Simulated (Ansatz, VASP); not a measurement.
## One calculation of AgCl, two programs

POSCAR

```
AgCl
1.0
    3.3955880419      0.0000000000      0.0000000000
    0.0000000000      3.3955880419      0.0000000000
    0.0000000000      0.0000000000      3.3955880419
Ag Cl
1 1
Direct
    0.0000000000      0.0000000000      0.0000000000
    0.5000000000      0.5000000000      0.5000000000
```

File INCAR.step1:

```
ALGO = Normal ; EDIFF = 1E-5
ENCUT = 470 ; GGA = PE
GGA_COMPAT = False ; ISIF = 2
ISMEAR = 0 ; LASPH = True
LCHARG = False ; LREAL = False
LWAVE = True ; NBANDS = 20
NELM = 120 ; PREC = Accurate
SIGMA = 0.01
```

Contents of INCAR.step2:

```
AEXX = 0.75 ; ALGO = Normal
EDIFF = 1E-6 ; ENCUT = 470
GGA = PE ; GGA_COMPAT = False
HFSCREEN = 0.5 ; ISIF = 2
ISMEAR = 0 ; ISTART = 1
LASPH = True ; LCHARG = False
LHFCALC = True ; LREAL = False
LWAVE = False ; NBANDS = 20
NELM = 120 ; PREC = Accurate
PRECFOCK = Normal ; SIGMA = 0.01
```

Contents of KPOINTS:

```
k-points
0
Gamma
  4 4 4
```

Input for Ansatz:

```yaml
crystal:
  lattice:
    - [3.3955880419, 0.0, 0.0]
    - [0.0, 3.3955880419, 0.0]
    - [0.0, 0.0, 3.3955880419]
  atoms:
    - { symbol: Ag, position: [0.0, 0.0, 0.0] }
    - { symbol: Cl, position: [0.5, 0.5, 0.5] }
kpoints:
  mp_grid: { grid: [4, 4, 4] }
hamiltonian:
  xc: { exchange: pbe, correlation: pbe, exx: { coeff: 0.75, omega: 0.5 } }
scf:
  occupations: { method: fixed }
  n_extra_bands: 4
output:
  forces: true
  stress: true
  eigenvalues: true
```

Alike in both runs: task single point; functional PBE-based screened hybrid with a share of 0.75 of exact exchange and HFSCREEN = 0.5; k mesh 4 × 4 × 4; no spin polarisation.

|  | VASP | Ansatz |
| --- | --- | --- |
| version | VASP 6.6.1 | Ansatz 0.2.0 |
| potentials or method | VASP PAW PBE potentials, release 64 (Ag_sv_GW, Cl) | plane waves |
| plane-wave cutoff (eV) | 470 | 420 |
| occupations | gaussian, width 0.01 eV | fixed |
| valence electrons in the cell | 26 | 26 |

Ansatz gave:

* gap on the k mesh at the Fermi level (eV): 3.24

Estimate VASP's values.

gap on the k mesh at the Fermi level (eV): 3.25.

VASP's potentials were made for PBE, not for PBE-based screened hybrid. Ansatz's warnings: stress exchange threshold loose, stress scf threshold loose.

The k mesh is coarse, so the values compare programs but aren't converged.
